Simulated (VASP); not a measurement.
# BaTiO3 (R3m) in VASP: a series of runs

The runs below take BaTiO3 through relaxation of the atoms, with PBE.

Everything below comes from runs of VASP 6.6.1. Logs are shortened: lines on timing, memory, paths and dates and some standing lists are left out, and cuts for length are marked.

## Step 1: The cell of the first run

Symmetry: R3m, No. 160, trigonal system. Conventional cell: a = 5.540 Å, b = 5.540 Å, c = 6.811 Å, α = 90.00°, β = 90.00°, γ = 120.00°. Within 3.6 Å of Ba (site symmetry 3m) lie 12 O at 2.71 to 2.85 Å and 8 Ti at 3.33 to 3.49 Å. Ti (site symmetry 3m) has 6 O at 1.85 to 2.08 Å within 2.5 Å. Within 2.5 Å of O (site symmetry m) lie 2 Ti at 1.85 to 2.08 Å.

## Step 2: Relaxation of the atoms, PBE (12.07 Å³/atom)

File INCAR:

```
SYSTEM = BaTiO3
PREC = Accurate
ENCUT = 520
EDIFF = 1E-6
ISMEAR = -1
SIGMA = 0.02
LREAL = .FALSE.
LASPH = .TRUE.
NELM = 100
ALGO = Normal
ISIF = 2
LWAVE = .FALSE.
LCHARG = .FALSE.
GGA = PE
IBRION = 2
NSW = 80
EDIFFG = -0.02
```

File KPOINTS:

```
Automatic mesh
0
G
  8 8 8
  0 0 0
```

File POSCAR:

```
BaTiO3
1.0
    2.7699434315      1.5992275858      2.2704180834
   -2.7699434315      1.5992275858      2.2704180834
    0.0000000000     -3.1984551716      2.2704180834
Ba Ti O
1 1 3
Direct
   -0.0019543295     -0.0019543295     -0.0019543295
    0.4863644942      0.4863644942      0.4863644942
    0.5100996181      0.5100996181      0.0166905991
    0.0166905991      0.5100996181      0.5100996181
    0.5100996181      0.0166905991      0.5100996181
```

Potentials or basis: VASP PAW PBE potentials, release 64 (Ba_sv, Ti_sv, O).

Launch:

```console
cat potpaw_PBE.64/Ba_sv/POTCAR potpaw_PBE.64/Ti_sv/POTCAR potpaw_PBE.64/O/POTCAR > POTCAR
mpirun -np 1 vasp_std > vasp.out
```

OUTCAR:

```text
SYSTEM = BaTiO3
   PREC = Accurate
   ENCUT = 520
   EDIFF = 1E-6
   ISMEAR = -1
   LREAL = .FALSE.
   LASPH = .TRUE.
   NELM = 100
   ISIF = 2
   GGA = PE
   IBRION = 2
   NSW = 80
   EDIFFG = -0.02

 ion  position               nearest neighbor table
   1  0.998  0.998  0.998-   3 2.71   4 2.71   5 2.71   4 2.77   5 2.77   5 2.77   4 2.77   3 2.77
                             3 2.77   3 2.85   4 2.85   5 2.85   2 3.33   2 3.37   2 3.37   2 3.37
   2  0.486  0.486  0.486-   3 1.85   4 1.85   5 1.85   3 2.08   4 2.08   5 2.08   1 3.33   1 3.37
                             1 3.37   1 3.37   1 3.42   1 3.42   1 3.42   1 3.49
   3  0.510  0.510  0.017-   2 1.85   2 2.08   1 2.71   1 2.77   1 2.77   1 2.85
   4  0.017  0.510  0.510-   2 1.85   2 2.08   1 2.71   1 2.77   1 2.77   1 2.85
   5  0.510  0.017  0.510-   2 1.85   2 2.08   1 2.71   1 2.77   1 2.77   1 2.85

  LATTYP: Found a trigonal (rhomboedric) cell.
 ALAT       =     3.9223607379
 COS(alpha) =     0.0025830844

  Lattice vectors:

 A1 = (   2.7699434315,   1.5992275858,   2.2704180834)
 A2 = (  -2.7699434315,   1.5992275858,   2.2704180834)
 A3 = (   0.0000000000,  -3.1984551716,   2.2704180834)

Analysis of symmetry for initial positions (statically):
=====================================================================
 Subroutine PRICEL returns:
 Original cell was already a primitive cell.

 Routine SETGRP: Setting up the symmetry group for a
 trigonal (rhombohedral) supercell.

 Subroutine GETGRP returns: Found  6 space group operations
 (whereof  6 operations were pure point group operations)
 out of a pool of 12 trial point group operations.

The static configuration has the point symmetry C_3v.

Analysis of symmetry for dynamics (positions and initial velocities):
=====================================================================
 Subroutine PRICEL returns:
 Original cell was already a primitive cell.

 Routine SETGRP: Setting up the symmetry group for a
 trigonal (rhombohedral) supercell.

 Subroutine GETGRP returns: Found  6 space group operations
 (whereof  6 operations were pure point group operations)
 out of a pool of 12 trial point group operations.

The dynamic configuration has the point symmetry C_3v.

 Subroutine INISYM returns: Found  6 space group operations
 (whereof  6 operations are pure point group operations),
 and found     1 'primitive' translations

[... 116 lines left out ...]
   EFERMI_NEDOS =   21; number of points for ismear=-14 and -15
   IALGO  =     38    algorithm
   IMIX   =      4    mixing-type and parameters
     AMIX     =   0.40;   BMIX     =  1.00
     AMIX_MAG =   1.60;   BMIX_MAG =  1.00
  volume/ion in A,a.u.               =      12.07        81.45
  Fermi-wavevector in a.u.,A,eV,Ry     =   1.427410  2.697414 27.721862  2.037499
  Thomas-Fermi vector in A             =   2.547583
   LORBIT       =      0    0 simple, 1 ext, 2 COOP (PROOUT), +10 PAW based schemes
   GGA     = PE    functional components
   LHFCALC =     F    Hartree Fock is set to
   AEXX    =    0.0000 exact exchange contribution
   IVDW    =     0    specifies the selected vdW correction
   LEPSILON=     F    determine dielectric tensor
   LRPA    =     F    only Hartree local field effects (RPA)
 conjugate gradient relaxation of ions
 non-spin polarized calculation
  energy-cutoff  :      520.00
  volume of cell :       60.34
 maximum number of plane-waves:      1647
 NGX is ok and might be reduce to    30
   NGX = 15   NGY = 15   NGZ = 15

--------------------------------------- Ionic step        1  -------------------------------------------

 number of electron      40.0000001 magnetization

 Free energy of the ion-electron system (eV)
  ---------------------------------------------------
  ext. energy  EPLUGINS =         0.00000000
  ---------------------------------------------------
  free energy    TOTEN  =       -39.68866843 eV

  energy without entropy =      -39.68866843  energy(sigma->0) =      -39.68866843

------------------------ aborting loop because EDIFF is reached ----------------------------------------

  FORCE on cell =-STRESS in cart. coord.  units (eV):
  Direction    XX          YY          ZZ          XY          YZ          ZX
  --------------------------------------------------------------------------------------
  -------------------------------------------------------------------------------------
  Total        7.3996190      7.3996190      7.1162423      0.0000000     -0.0000000      0.0000000
  in kB      196.4634116    196.4634116    188.9396248      0.0000000     -0.0000000      0.0000000
  external PRESSURE =     193.9554827 kB  Pullay stress =       0.0000000 kB
[... 98 lines left out ...]
  FREE ENERGIE OF THE ION-ELECTRON SYSTEM (eV)
  ---------------------------------------------------
  free  energy   TOTEN  =       -39.7215971242 eV

  energy  without entropy=      -39.7215971242  energy(sigma->0) =      -39.72159712

[... ionic steps 4 to 7 ...]

--------------------------------------- Ionic step        8  -------------------------------------------

 number of electron      39.9999986 magnetization

------------------------ aborting loop because EDIFF is reached ----------------------------------------
[... 73 lines left out ...]
--------------------------------------- Ionic step       10  -------------------------------------------

 number of electron      39.9999987 magnetization

 Free energy of the ion-electron system (eV)
  ---------------------------------------------------
  ext. energy  EPLUGINS =         0.00000000
  ---------------------------------------------------
  free energy    TOTEN  =       -39.73169147 eV

  energy without entropy =      -39.73169147  energy(sigma->0) =      -39.73169147

 E-fermi :   4.7468     XC(G=0): -11.5828

 val. band max:        4.3147739342   @ k =   0.5000   0.5000   0.5000
 cond. band min:       6.2050940039   @ k =   0.0000   0.0000   0.0000
 fundamental gap:      1.8903200697
 Fermi energy:         4.7468310226

 k-point     1 :       0.0000    0.0000    0.0000
  band No.  band energies     occupation
      1     -52.0482      2.00000
      2     -28.2986      2.00000
      3     -28.2986      2.00000
      4     -28.2950      2.00000
      5     -20.3741      2.00000
      6     -12.7084      2.00000
[... 637 lines left out ...]
     23       7.9313      0.00000
     24       9.3683      0.00000

 [... further k-points ...]
[... 5 lines left out ...]
  --------------------------------------------------------------------------------------
  -------------------------------------------------------------------------------------
  Total        6.3181288      6.3181288      5.9240947      0.0000000      0.0000000      0.0000000
  in kB      167.7493311    167.7493311    157.2875389      0.0000000      0.0000000      0.0000000
  external PRESSURE =     164.2620670 kB  Pullay stress =       0.0000000 kB
[... 20 lines left out ...]
  FREE ENERGIE OF THE ION-ELECTRON SYSTEM (eV)
  ---------------------------------------------------
  free  energy   TOTEN  =       -39.7316914726 eV

  energy  without entropy=      -39.7316914726  energy(sigma->0) =      -39.73169147

 reached required accuracy - stopping structural energy minimisation
```

OSZICAR:

```text
N       E                     dE             d eps       ncg     rms          rms(c)
DAV:   1     0.470070990912E+03    0.47007E+03   -0.21537E+04  3120   0.184E+03
DAV:   2    -0.120748399805E+01   -0.47128E+03   -0.46275E+03  3920   0.502E+02
[... 82 lines left out ...]
       N       E                     dE             d eps       ncg     rms          rms(c)
DAV:   1    -0.397301401071E+02    0.13448E-02   -0.20887E-01  3728   0.706E+00    0.883E-02
DAV:   2    -0.397316761164E+02   -0.15360E-02   -0.16453E-02  3120   0.955E-01    0.511E-02
DAV:   3    -0.397316954883E+02   -0.19372E-04   -0.42187E-04  4456   0.139E-01    0.296E-02
DAV:   4    -0.397316913439E+02    0.41444E-05   -0.36034E-05  3936   0.562E-02    0.128E-02
DAV:   5    -0.397316914726E+02   -0.12869E-06   -0.99136E-06  3960   0.275E-02
  10 F= -.39731691E+02 E0= -.39731691E+02  d E =-.206303E-03
```

It took 3.2 min on 1 thread of Intel Xeon 6975P-C (Granite Rapids), shared host; peak memory 0.24 GiB.

Results:

| Item | Value |
| --- | --- |
| Free energy | -39.7317 eV |
| Energy gained by relaxing | 8.6 meV/atom |
| Ionic steps | 10 |
| Pressure after relaxing | 16.4 GPa |
| Largest force after relaxing | 0.011 eV/Å |
| Band gap on the k mesh | 1.89 eV (least direct gap 1.98 eV) |

Forces on the atoms (eV/Å):
```
Ba   0.000  0.000  0.002
Ti   0.000  0.000  0.011
O    0.000 -0.005 -0.005
O    0.004  0.002 -0.005
O   -0.004  0.002 -0.005
```

Stress tensor (GPa, compression positive):
```
16.77  0.00  0.00
 0.00 16.77  0.00
 0.00  0.00 15.73
```

Step by step:
```tsv
step	energy change (eV)	largest force (eV/Å)	pressure (GPa)
1	0.0000	0.6700	19.40
2	-0.0316	0.2060	17.49
3	-0.0329	0.1756	17.10
4	-0.0384	0.0951	16.96
5	-0.0415	0.0659	16.81
6	-0.0415	0.0648	16.81
7	-0.0424	0.0435	16.64
8	-0.0428	0.0301	16.50
9	-0.0428	0.0286	16.46
10	-0.0430	0.0114	16.43
```

Final structure:
```
Ba Ti O
1.0
     2.76994    1.59923    2.27042
    -2.76994    1.59923    2.27042
     0.00000   -3.19846    2.27042
Ba Ti O
1 1 3
Cartesian
  0.0000 0.0000 0.0215
  0.0000 0.0000 3.4061
  0.0000 1.5973 2.3115
  -1.3833 -0.7987 2.3115
  1.3833 -0.7987 2.3115
```

Caveat: spin-orbit coupling is left out, which moves the levels of the heavy elements. A k mesh can miss the band edges.

## Step 3: Relaxation of the atoms, PBE (12.33 Å³/atom)

This run uses another cell than the first one, of 12.33 Å³/atom.

File INCAR:

```
SYSTEM = BaTiO3
PREC = Accurate ; ENCUT = 520
EDIFF = 1E-7 ; ISMEAR = -1
SIGMA = 0.02 ; LREAL = .False.
LASPH = .True. ; NELM = 60
ALGO = Normal ; ISIF = 2
LWAVE = .False. ; LCHARG = .False.
GGA = PE ; IBRION = 2
NSW = 80 ; EDIFFG = -0.02
```

File KPOINTS:

```
Automatic mesh
0
Gamma
  8 8 8
  0 0 0
```

POSCAR: that of step 2 with these lines changed.

```diff
@@ -2,5 +2,5 @@
 1.0
-    2.7699434315      1.5992275858      2.2704180834
-   -2.7699434315      1.5992275858      2.2704180834
-    0.0000000000     -3.1984551716      2.2704180834
+    2.7894507181      1.6104901230      2.2864074699
+   -2.7894507181      1.6104901230      2.2864074699
+    0.0000000000     -3.2209802460      2.2864074699
 Ba Ti O
```

Potentials or basis: VASP PAW PBE potentials, release 64 (Ba_sv, Ti_sv, O).

Launch:

```console
cat potpaw_PBE.64/Ba_sv/POTCAR potpaw_PBE.64/Ti_sv/POTCAR potpaw_PBE.64/O/POTCAR > POTCAR
mpirun -np 1 vasp_std > vasp.out
```

OUTCAR:

```text
SYSTEM = BaTiO3
   PREC = Accurate
   ENCUT = 520
   EDIFF = 1E-7
   ISMEAR = -1
   LREAL = .False.
   LASPH = .True.
   NELM = 60
   ISIF = 2
   GGA = PE
   IBRION = 2
   NSW = 80
   EDIFFG = -0.02

 ion  position               nearest neighbor table
   1  0.998  0.998  0.998-   4 2.73   5 2.73   3 2.73   3 2.79   3 2.79   5 2.79   4 2.79   4 2.79
                             5 2.79   4 2.87   5 2.87   3 2.87   2 3.35   2 3.39   2 3.39   2 3.39
   2  0.486  0.486  0.486-   4 1.86   5 1.86   3 1.86   5 2.10   4 2.10   3 2.10   1 3.35   1 3.39
                             1 3.39   1 3.39   1 3.45   1 3.45   1 3.45   1 3.51
   3  0.510  0.510  0.017-   2 1.86   2 2.10   1 2.73   1 2.79   1 2.79   1 2.87
   4  0.017  0.510  0.510-   2 1.86   2 2.10   1 2.73   1 2.79   1 2.79   1 2.87
   5  0.510  0.017  0.510-   2 1.86   2 2.10   1 2.73   1 2.79   1 2.79   1 2.87

  LATTYP: Found a trigonal (rhomboedric) cell.
 ALAT       =     3.9499839067
 COS(alpha) =     0.0025830844

  Lattice vectors:

 A1 = (   2.7894507181,   1.6104901230,   2.2864074699)
 A2 = (  -2.7894507181,   1.6104901230,   2.2864074699)
 A3 = (   0.0000000000,  -3.2209802460,   2.2864074699)

Analysis of symmetry for initial positions (statically):
=====================================================================
 Subroutine PRICEL returns:
 Original cell was already a primitive cell.

 Routine SETGRP: Setting up the symmetry group for a
 trigonal (rhombohedral) supercell.

 Subroutine GETGRP returns: Found  6 space group operations
 (whereof  6 operations were pure point group operations)
 out of a pool of 12 trial point group operations.

The static configuration has the point symmetry C_3v.

Analysis of symmetry for dynamics (positions and initial velocities):
=====================================================================
 Subroutine PRICEL returns:
 Original cell was already a primitive cell.

 Routine SETGRP: Setting up the symmetry group for a
 trigonal (rhombohedral) supercell.

 Subroutine GETGRP returns: Found  6 space group operations
 (whereof  6 operations were pure point group operations)
 out of a pool of 12 trial point group operations.

The dynamic configuration has the point symmetry C_3v.
[... 136 lines left out ...]
 conjugate gradient relaxation of ions
 non-spin polarized calculation
  energy-cutoff  :      520.00
  volume of cell :       61.63
 maximum number of plane-waves:      1677
 NGX is ok and might be reduce to    30
   NGX = 15   NGY = 15   NGZ = 15

--------------------------------------- Ionic step        1  -------------------------------------------

 number of electron      39.9999997 magnetization

 Free energy of the ion-electron system (eV)
  ---------------------------------------------------
  ext. energy  EPLUGINS =         0.00000000
  ---------------------------------------------------
  free energy    TOTEN  =       -39.82580852 eV

  energy without entropy =      -39.82580852  energy(sigma->0) =      -39.82580852

------------------------ aborting loop because EDIFF is reached ----------------------------------------

  FORCE on cell =-STRESS in cart. coord.  units (eV):
  Direction    XX          YY          ZZ          XY          YZ          ZX
  --------------------------------------------------------------------------------------
  -------------------------------------------------------------------------------------
  Total        5.6722883      5.6722883      5.4825887      0.0000000      0.0000000      0.0000000
  in kB      147.4644184    147.4644184    142.5327330      0.0000000      0.0000000      0.0000000
  external PRESSURE =     145.8205233 kB  Pullay stress =       0.0000000 kB
[... 182 lines left out ...]
--------------------------------------- Ionic step        6  -------------------------------------------

 number of electron      40.0000012 magnetization

 Free energy of the ion-electron system (eV)
  ---------------------------------------------------
  ext. energy  EPLUGINS =         0.00000000
  ---------------------------------------------------
  free energy    TOTEN  =       -39.84740055 eV

  energy without entropy =      -39.84740055  energy(sigma->0) =      -39.84740055

 E-fermi :   4.6058     XC(G=0): -11.4663

 val. band max:        4.1265260427   @ k =   0.5000   0.5000   0.5000
 cond. band min:       6.1376323625   @ k =   0.0000   0.0000   0.0000
 fundamental gap:      2.0111063199
 Fermi energy:         4.6058085468

 k-point     1 :       0.0000    0.0000    0.0000
  band No.  band energies     occupation
      1     -52.2450      2.00000
      2     -28.4922      2.00000
      3     -28.4922      2.00000
      4     -28.4884      2.00000
      5     -20.5935      2.00000
      6     -12.8338      2.00000
[... 637 lines left out ...]
     23       7.7161      0.00000
     24       9.1217      0.00000

 [... further k-points ...]

------------------------ aborting loop because EDIFF is reached ----------------------------------------

  FORCE on cell =-STRESS in cart. coord.  units (eV):
  Direction    XX          YY          ZZ          XY          YZ          ZX
  --------------------------------------------------------------------------------------
  -------------------------------------------------------------------------------------
  Total        4.8798827      4.8798827      4.5766517      0.0000000     -0.0000000      0.0000000
  in kB      126.8639786    126.8639786    118.9807785      0.0000000     -0.0000000      0.0000000
  external PRESSURE =     124.2362452 kB  Pullay stress =       0.0000000 kB
[... 20 lines left out ...]
  FREE ENERGIE OF THE ION-ELECTRON SYSTEM (eV)
  ---------------------------------------------------
  free  energy   TOTEN  =       -39.8474005483 eV

  energy  without entropy=      -39.8474005483  energy(sigma->0) =      -39.84740055

 reached required accuracy - stopping structural energy minimisation
```

CONTCAR:

```text
BaTiO3
   1.00000000000000
     2.7894507180999999    1.6104901229999999    2.2864074698999999
    -2.7894507180999999    1.6104901229999999    2.2864074698999999
     0.0000000000000000   -3.2209802459999999    2.2864074698999999
  Ba              Ti              O
     1     1     3
Direct
     0.0015280511962581    0.0015280511962581    0.0015280511962581
     0.4942031478714898    0.4942031478714898    0.4942031478714898
     0.5076269730726614    0.5076269730726614    0.0103148547869258
     0.0103148547869258    0.5076269730726614    0.5076269730726614
     0.5076269730726614    0.0103148547869258    0.5076269730726614

  0.00000000E+00  0.00000000E+00  0.00000000E+00
  0.00000000E+00  0.00000000E+00  0.00000000E+00
  0.00000000E+00  0.00000000E+00  0.00000000E+00
  0.00000000E+00  0.00000000E+00  0.00000000E+00
  0.00000000E+00  0.00000000E+00  0.00000000E+00
```

Wall time 2.7 min (1 thread of Intel Xeon 6975P-C (Granite Rapids), shared host); peak memory 0.24 GiB.

Results:

* Free energy: -39.8474 eV
* Energy gained by relaxing: 4.3 meV/atom
* Ionic steps: 6
* Pressure after relaxing: 12.4 GPa
* Largest force after relaxing: 0.015 eV/Å
* Band gap on the k mesh: 2.01 eV (least direct gap 2.19 eV)

Forces in eV/Å, atoms in the order of the input:
```
Ba   0.000  0.000 -0.001
Ti   0.000  0.000  0.015
O    0.000  0.013 -0.005
O   -0.011 -0.007 -0.005
O    0.011 -0.007 -0.005
```

Stress tensor (GPa, compression positive):
```
12.69  0.00  0.00
 0.00 12.69  0.00
 0.00  0.00 11.90
```

Step by step:
| step | energy change (eV) | largest force (eV/Å) | pressure (GPa) |
| --- | --- | --- | --- |
| 1 | 0.0000 | 0.4538 | 14.58 |
| 2 | -0.0157 | 0.1705 | 13.26 |
| 3 | -0.0171 | 0.1252 | 12.80 |
| 4 | -0.0199 | 0.0725 | 12.69 |
| 5 | -0.0213 | 0.0408 | 12.55 |
| 6 | -0.0216 | 0.0155 | 12.42 |

Final structure:
```
CELL_PARAMETERS angstrom
2.78945 1.61049 2.28641
-2.78945 1.61049 2.28641
0.00000 -3.22098 2.28641
ATOMIC_POSITIONS crystal
Ba 0.00153 0.00153 0.00153
Ti 0.49420 0.49420 0.49420
O 0.50763 0.50763 0.01031
O 0.01031 0.50763 0.50763
O 0.50763 0.01031 0.50763
```

Levels at points of the mesh, in eV from the valence-band top:
```tsv
k point	band 17	band 18	band 19	band 20	band 21	band 22	band 23	band 24
(0.00, 0.00, 0.00)	-1.14	-0.25	-0.18	-0.18	2.01	2.01	2.08	4.35
(0.50, 0.00, 0.00)	-1.83	-1.79	-0.80	-0.73	2.20	3.77	3.80	4.34
(0.50, 0.50, 0.00)	-1.67	-0.85	-0.83	-0.09	3.80	3.81	4.20	5.17
(0.50, 0.50, 0.50)	-2.37	0.00	0.00	0.00	4.46	4.49	4.49	6.87
```

Caveat: spin-orbit coupling is left out, which moves the levels of the heavy elements.
